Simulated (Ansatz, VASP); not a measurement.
SiC in VASP and in Ansatz

```
Si C
1.0
     0.00000    2.18986    2.18986
     2.18986    0.00000    2.18986
     2.18986    2.18986    0.00000
Si C
1 1
Direct
  0.00000 0.00000 0.00000
  0.81850 0.81850 0.58463
```

Alike in both runs: task single point; functional PBE; k mesh 10 × 10 × 10; occupations gaussian, width 0.05 eV; no spin polarisation.

```csv
,VASP,Ansatz
version,VASP 6.6.1,Ansatz 0.2.0
potentials or method,"VASP PAW PBE potentials, release 64 (Si, C), cutoff 520 eV","scalar-relativistic, plane waves, PAW"
valence electrons in the cell,8,8
```

VASP gave:

- gap on the k mesh at the Fermi level (eV): 0.13
- least direct gap on the mesh (eV): 3.67
- rms of the force components (eV/Å): 10.342

**Question.** Which values does Ansatz return?

**Answer.** gap on the k mesh at the Fermi level (eV): 0.14; least direct gap on the mesh (eV): 3.67; rms of the force components (eV/Å): 10.394.

Atom by atom the forces differ by 0.052 eV/Å (rms over components). With one functional, cell and mesh, what is left measures potentials, basis and numerics.
